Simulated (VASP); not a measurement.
# Ti (I4/mmm) in VASP: notebook, part 3 of 3

VASP 6.6.1.

## Step 4: Single point, r2SCAN (strain +0.025 along x and y, -0.025 along z)

The input, POSCAR:

```
Ti
1.0
    0.0000000000      2.0807500000      1.9792500000
    2.0807500000      0.0000000000      1.9792500000
    2.0807500000      2.0807500000      0.0000000000
Ti
1
Direct
    0.0000000000      0.0000000000      0.0000000000
```

The input, INCAR.step1:

```
PREC = Accurate
ENCUT = 520
ISMEAR = 0
SIGMA = 0.15
LREAL = F
LASPH = T
NELM = 100
NBANDS = 12
GGA = PE
ALGO = Normal
EDIFF = 1E-4
LWAVE = T
LCHARG = F
```

The input, INCAR.step2:

```
PREC = Accurate
ENCUT = 520
EDIFF = 1E-7
ISMEAR = 0
SIGMA = 0.15
LREAL = F
LASPH = T
NELM = 100
ALGO = Normal
ISIF = 2
LWAVE = F
LCHARG = F
METAGGA = R2SCAN
LMIXTAU = T
NBANDS = 12
ISTART = 1
```

The input, KPOINTS:

```
Automatic mesh
0
Gamma
  20 20 20
```

Potentials or basis: VASP PAW PBE potentials, release 64 (Ti_sv).

The run is started by

```console
> cat potpaw_PBE.64/Ti_sv/POTCAR > POTCAR
> cp INCAR.step1 INCAR
> mpirun -np 1 vasp_std > vasp.out
> cp INCAR.step2 INCAR
> mpirun -np 1 vasp_std > vasp.out
```

OUTCAR:

```text
PREC = Accurate
   ENCUT = 520
   EDIFF = 1E-7
   ISMEAR = 0
   LREAL = F
   LASPH = T
   NELM = 100
   ISIF = 2
   METAGGA = R2SCAN
   ISTART = 1

 ion  position               nearest neighbor table
   1  0.000  0.000  0.000-

  LATTYP: Found a body centered tetragonal cell.
 ALAT       =     2.9426248699
 C/A-ratio  =     1.3452275349

  Lattice vectors:

 A1 = (   0.0000000000,  -2.0807500000,  -1.9792500000)
 A2 = (   0.0000000000,   2.0807500000,  -1.9792500000)
 A3 = (   2.0807500000,   0.0000000000,   1.9792500000)

Analysis of symmetry for initial positions (statically):
=====================================================================
 Subroutine PRICEL returns:
 Original cell was already a primitive cell.

 Routine SETGRP: Setting up the symmetry group for a
 body centered tetragonal supercell.

 Subroutine GETGRP returns: Found 16 space group operations
 (whereof 16 operations were pure point group operations)
 out of a pool of 16 trial point group operations.

The static configuration has the point symmetry D_4h.

Analysis of symmetry for dynamics (positions and initial velocities):
=====================================================================
 Subroutine PRICEL returns:
 Original cell was already a primitive cell.

 Routine SETGRP: Setting up the symmetry group for a
 body centered tetragonal supercell.

 Subroutine GETGRP returns: Found 16 space group operations
 (whereof 16 operations were pure point group operations)
 out of a pool of 16 trial point group operations.

The dynamic configuration has the point symmetry D_4h.

 Subroutine INISYM returns: Found 16 space group operations
 (whereof 16 operations are pure point group operations),
 and found     1 'primitive' translations

----------------------------------------------------------------------------------------

                                     Primitive cell

  volume of cell :      17.1384

  direct lattice vectors                    reciprocal lattice vectors
     0.000000000  2.080750000  1.979250000    -0.240297969  0.240297969  0.252620942
     2.080750000  0.000000000  1.979250000     0.240297969 -0.240297969  0.252620942
     2.080750000  2.080750000  0.000000000     0.240297969  0.240297969 -0.252620942

  length of vectors
     2.871750533  2.871750533  2.942624870     0.423442521  0.423442521  0.423442521

  position of ions in fractional coordinates (direct lattice)
     0.000000000  0.000000000  0.000000000

  ion indices of the primitive-cell ions
   primitive index   ion index
                 1           1

----------------------------------------------------------------------------------------

 KPOINTS: Automatic mesh

Automatic generation of k-mesh.
 Grid dimensions read from file:
 generate k-points for:   20   20   20

 Generating k-lattice:

  Cartesian coordinates                     Fractional coordinates (reciprocal lattice)
    -0.012014898  0.012014898  0.012631047     0.050000000  0.000000000  0.000000000
     0.012014898 -0.012014898  0.012631047     0.000000000  0.050000000  0.000000000
     0.012014898  0.012014898 -0.012631047     0.000000000  0.000000000  0.050000000

  Length of vectors
     0.021172126  0.021172126  0.021172126

  Shift w.r.t. Gamma in fractional coordinates (k-lattice)
     0.000000000  0.000000000  0.000000000

 Subroutine IBZKPT returns following result:
 ===========================================

 Found    641 irreducible k-points:

 Following reciprocal coordinates:
            Coordinates               Weight
  0.000000  0.000000  0.000000      1.000000
  0.050000 -0.000000  0.000000      8.000000
  0.100000 -0.000000  0.000000      8.000000
  0.150000 -0.000000  0.000000      8.000000
  0.200000 -0.000000  0.000000      8.000000
  0.250000 -0.000000  0.000000      8.000000
[... 16 lines left out ...]
 -0.400000  0.050000  0.000000      8.000000
 -0.350000  0.050000  0.000000      8.000000
 [... further k-points ...]
   k-points           NKPTS =    641   k-points in BZ     NKDIM =    641   number of bands    NBANDS=     12
   number of dos      NEDOS =    301   number of ions     NIONS =      1
   total plane-waves  NPLWV =  13824
   dimension x,y,z NGX =    24 NGY =   24 NGZ =   24
   dimension x,y,z NGXF=    48 NGYF=   48 NGZF=   48
   ions per type =               1
   NGX,Y,Z   is equivalent  to a cutoff of  13.89, 13.89, 13.56 a.u.
   NGXF,Y,Z  is equivalent  to a cutoff of  27.79, 27.79, 27.12 a.u.
 SYSTEM =  unknown system
   PREC   = accura    normal or accurate (medium, high low for compatibility)
   ISTART =      1    job   : 0-new  1-cont  2-samecut
   ICHARG =      0    charge: 1-file 2-atom 10-const
   ISPIN  =      1    spin polarized calculation?
   LNONCOLLINEAR =      F non collinear calculations
   LSORBIT =      F    spin-orbit coupling
   LASPH  =      T    aspherical Exc in radial PAW
   ENCUT  =  520.0 eV  38.22 Ry    6.18 a.u.   5.34  5.34  5.47*2*pi/ulx,y,z
   NELM   =    100;   NELMIN=  2; NELMDL=  0     # of ELM steps
   EDIFF  = 0.1E-06   stopping-criterion for ELM
   LREAL  =      F    real-space projection
   EDIFFG = 0.1E-05   stopping-criterion for IOM
   NSW    =      0    number of steps for IOM
   IBRION =     -1    ionic relax: 0-MD 1-quasi-New 2-CG
   NFREE  =      0    steps in history (QN), initial steepest desc. (CG)
   ISIF   =      2    stress and relaxation
   ISYM   =      2    0-nonsym 1-usesym 2-fastsym
   POTIM  = 0.5000    time-step for ionic-motion
   TEBEG  =    0.0;   TEEND  =   0.0 temperature during run
   PSTRESS=    0.0 pullay stress
   NELECT =      12.0000    total number of electrons
   NUPDOWN=      -1.0000    fix difference up-down
   EMIN   =  10.00;   EMAX   =-10.00  energy-range for DOS
   EFERMI =   0.00;   METHOD = LEGACY
   ISMEAR =     0;   SIGMA  =   0.15  broadening in eV -4-tet -1-fermi 0-gaus
   EFERMI_NEDOS =   21; number of points for ismear=-14 and -15
   IALGO  =     38    algorithm
   IMIX   =      4    mixing-type and parameters
     AMIX     =   0.40;   BMIX     =  1.00
     AMIX_MAG =   1.60;   BMIX_MAG =  1.00
  volume/ion in A,a.u.               =      17.14       115.66
  Fermi-wavevector in a.u.,A,eV,Ry     =   1.453712  2.747118 28.752908  2.113279
  Thomas-Fermi vector in A             =   2.570947
   LORBIT       =      0    0 simple, 1 ext, 2 COOP (PROOUT), +10 PAW based schemes
   METAGGA = R2SCAN    functional components
   LHFCALC =     F    Hartree Fock is set to
   AEXX    =    0.0000 exact exchange contribution
   IVDW    =     0    specifies the selected vdW correction
   LEPSILON=     F    determine dielectric tensor
   LRPA    =     F    only Hartree local field effects (RPA)
 non-spin polarized calculation
 Gauss-broadening in eV      SIGMA  =   0.15
  energy-cutoff  :      520.00
  volume of cell :       17.14
 maximum number of plane-waves:       487
 NGX is ok and might be reduce to    24
   NGX = 11   NGY = 11   NGZ = 11

 number of electron      12.0000002 magnetization

 Free energy of the ion-electron system (eV)
  ---------------------------------------------------
  ext. energy  EPLUGINS =         0.00000000
  ---------------------------------------------------
  free energy    TOTEN  =       -12.88366005 eV

  energy without entropy =      -12.86566440  energy(sigma->0) =      -12.87466223

 E-fermi :   8.3707     XC(G=0): -12.4798

 val. band max:        8.3691793195   @ k =   0.4000   0.0500   0.0000
 cond. band min:       8.3716356224   @ k =  -0.4000   0.0000   0.1000
 fundamental gap:      0.0024563029
 Fermi energy:         8.3707444071

 k-point     1 :       0.0000    0.0000    0.0000
  band No.  band energies     occupation
      1     -50.6461      2.00000
      2     -25.4343      2.00000
      3     -25.4343      2.00000
      4     -25.4319      2.00000
      5       1.8768      2.00000
      6       9.2725      0.00000
      7       9.2725      0.00000
      8       9.6493      0.00000
      9      10.9853      0.00000
     10      11.4192      0.00000
     11      24.2744      0.00000
     12      28.7510      0.00000
[... 331 lines left out ...]
 k-point    24 :      -0.3500    0.0500    0.0000
  band No.  band energies     occupation
      1     -50.5318      2.00000
      2     -26.0364      2.00000
      3     -25.5264      2.00000
      4     -25.5108      2.00000
      5       5.1600      2.00000
      6       8.3418      1.21515
      7       9.2948      0.00000
      8       9.6197      0.00000
      9      11.7314      0.00000
     10      12.0359      0.00000
     11      18.9653      0.00000
     12      24.1230      0.00000

 [... further k-points ...]
[... 5 lines left out ...]
  --------------------------------------------------------------------------------------
  -------------------------------------------------------------------------------------
  Total        0.1427094      0.1427094      0.3179258      0.0000000      0.0000000      0.0000000
  in kB       13.3411372     13.3411372     29.7211662      0.0000000      0.0000000      0.0000000
  external PRESSURE =      18.8011469 kB  Pullay stress =       0.0000000 kB

 VOLUME and BASIS-vectors are now :
 -----------------------------------------------------------------------------
  energy-cutoff  :      520.00
  volume of cell :       17.14
      direct lattice vectors                 reciprocal lattice vectors
     0.000000000  2.080750000  1.979250000    -0.240297969  0.240297969  0.252620942
     2.080750000  0.000000000  1.979250000     0.240297969 -0.240297969  0.252620942
     2.080750000  2.080750000  0.000000000     0.240297969  0.240297969 -0.252620942

 POSITION                                       TOTAL-FORCE (eV/Angst)
 -----------------------------------------------------------------------------------
      0.00000      0.00000      0.00000         0.000000      0.000000      0.000000
 -----------------------------------------------------------------------------------
    total drift:                                0.000000      0.000000     -0.000000

  FREE ENERGIE OF THE ION-ELECTRON SYSTEM (eV)
  ---------------------------------------------------
  free  energy   TOTEN  =       -12.8836600519 eV

  energy  without entropy=      -12.8656644021  energy(sigma->0) =      -12.87466223
```

Wall time 6.4 min (1 thread of Intel Xeon Platinum 8259CL at 2.50GHz (Skylake/Cascade Lake), shared host); peak memory 0.25 GiB.

Results:

| Property | Result |
| --- | --- |
| Free energy | -12.8837 eV |
| Pressure | 1.9 GPa |
| Band gap on the k mesh | zero (bands 6 and 7 overlap by 1.48 eV) |

Levels at points of the mesh, in eV from the Fermi level:
```csv
k point,band 2,band 3,band 4,band 5,band 6,band 7,band 8,band 9,band 10,band 11
"(0.00, 0.00, 0.00)",-33.81,-33.81,-33.80,-6.49,0.90,0.90,1.28,2.61,3.05,15.90
"(0.50, 0.00, 0.00)",-34.53,-33.92,-33.87,-2.73,0.50,0.71,1.18,3.79,4.00,8.74
"(0.50, 0.50, 0.00)",-34.48,-34.10,-34.10,-2.69,-1.91,3.58,3.95,4.15,4.15,11.92
"(0.50, 0.00, 0.50)",-34.48,-34.07,-34.01,-2.70,-1.73,2.55,3.94,3.98,4.27,10.89
```

Caveat: the cell differs from its parent crystal (strain +0.025 along x and y, -0.025 along z); the PAW data sets were made with another functional, which shifts forces and pressure a little.

## Step 5: Single point, r2SCAN (strain +0.050 along x and y, -0.050 along z)

The input, POSCAR:

```
Ti
1.0
    0.0000000000      2.1315000000      1.9285000000
    2.1315000000      0.0000000000      1.9285000000
    2.1315000000      2.1315000000      0.0000000000
Ti
1
Direct
    0.0000000000      0.0000000000      0.0000000000
```

The input, INCAR.step1:

```
PREC = Accurate
ENCUT = 520
ISMEAR = 0
SIGMA = 0.15
LREAL = False
LASPH = True
NELM = 80
NBANDS = 12
GGA = PE
ALGO = Normal
EDIFF = 1E-4
LWAVE = True
LCHARG = False
```

The input, INCAR.step2:

```
PREC = Accurate
ENCUT = 520
EDIFF = 1E-6
ISMEAR = 0
SIGMA = 0.15
LREAL = False
LASPH = True
NELM = 80
ALGO = Normal
ISIF = 2
LWAVE = False
LCHARG = False
METAGGA = R2SCAN
LMIXTAU = True
NBANDS = 12
ISTART = 1
```

The input, KPOINTS:

```
regular mesh
0
Gamma
  20 20 20
```

The run is started by

```console
> cat potpaw_PBE.64/Ti_sv/POTCAR > POTCAR
> cp INCAR.step1 INCAR
> mpirun -np 1 vasp_std > vasp.out
> cp INCAR.step2 INCAR
> mpirun -np 1 vasp_std > vasp.out
```

Wall time 5.3 min (1 thread of Intel Xeon Platinum 8259CL at 2.50GHz (Skylake/Cascade Lake), shared host); peak memory 0.25 GiB.

Results (log left out):

* Free energy: -12.8767 eV
* Pressure: -0.7 GPa
* Band gap on the k mesh: zero (bands 6 and 7 overlap by 1.50 eV)

Stress tensor (GPa, compression positive):
```
-1.73  0.00  0.00
 0.00 -1.73  0.00
 0.00  0.00  1.23
```

Levels at points of the mesh, in eV from the Fermi level:
| k point | band 3 | band 4 | band 5 | band 6 | band 7 | band 8 | band 9 | band 10 |
| --- | --- | --- | --- | --- | --- | --- | --- | --- |
| (0.00, 0.00, 0.00) | -33.86 | -33.86 | -6.43 | 0.83 | 0.83 | 1.53 | 2.32 | 3.12 |
| (0.50, 0.00, 0.00) | -33.99 | -33.90 | -2.67 | 0.48 | 0.50 | 1.43 | 3.59 | 4.00 |
| (0.50, 0.50, 0.00) | -34.17 | -34.17 | -2.57 | -1.93 | 3.86 | 4.05 | 4.05 | 4.22 |
| (0.50, 0.00, 0.50) | -34.11 | -34.01 | -2.61 | -1.55 | 2.15 | 3.74 | 3.78 | 4.25 |

Caveat: the cell differs from its parent crystal (strain +0.050 along x and y, -0.050 along z); the PAW data sets were made with another functional, which shifts forces and pressure a little.

## Step 6: Overview

```tsv
cell	gap on the mesh (eV)	pressure (GPa)
a = 2.874, b = 2.874, c = 2.727 Å, angles 61.7, 61.7, 56.6°, 1 atom	none	12.0
a = 2.837, b = 2.837, c = 2.943 Å, angles 58.8, 58.8, 62.5°, 1 atom	none	5.0
a = 2.872, b = 2.872, c = 2.943 Å, angles 59.2, 59.2, 61.6°, 1 atom	none	1.9
a = 2.874, b = 2.874, c = 3.014 Å, angles 58.4, 58.4, 63.2°, 1 atom	none	-0.7
```

Alike in all rows: task single point; level r2SCAN; potentials or basis VASP PAW PBE potentials, release 64 (Ti_sv); no spin polarisation; k mesh 20 × 20 × 20; cutoff (eV) 520; smearing gaussian 0.15 eV.

Caveats: the PAW data sets were made with another functional, which shifts forces and pressure a little; the cell stands under pressure (at least some runs).

Absolute energies hang on the potentials; compare differences alone.
